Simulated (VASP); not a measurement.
The system is W.

```
W
1.0
    -1.56096    1.56096    1.56096
     1.56096   -1.56096    1.56096
     1.56096    1.56096   -1.56096
W
1
Direct
  0.00000 0.00000 0.00000
```

Base run:

- Program: VASP 6.6.1
- Functional: RPBE
- Dispersion: D4
- Potentials or basis: VASP PAW PBE potentials, release 64 (W_sv)
- Cutoff: 520 eV
- k mesh: 12 × 12 × 12
- Occupations: fermi-dirac, width 0.05 eV
- Spin: no spin polarisation

Its results: band gap on the k mesh zero (band 7 reaches 17.61 eV, above the bottom of band 8 at 10.84 eV); pressure 12.0 GPa.

Task: After a change of settings the same cell gave: band gap on the k mesh zero (band 7 reaches 18.00 eV, above the bottom of band 8 at 11.25 eV); pressure 17.9 GPa. Which change was it?
A. dispersion from D4 to none; further incar settings from ALGO = Fast; EDIFF = 1e-07; NBANDS = 13 to ALGO = Normal; EDIFF = 1e-06; NBANDS = 13
B. functional from RPBE to BLYP; further incar settings from ALGO = Fast; EDIFF = 1e-07; NBANDS = 13 to ALGO = Normal; EDIFF = 1e-07; NBANDS = 13
C. functional from RPBE to PBE

Result: B.

Caveats: the PAW data sets were made with another functional, which shifts forces and pressure a little; spin-orbit coupling is left out, which moves the levels of the heavy elements; pairwise dispersion overbinds metals, which lowers pressure and volume.
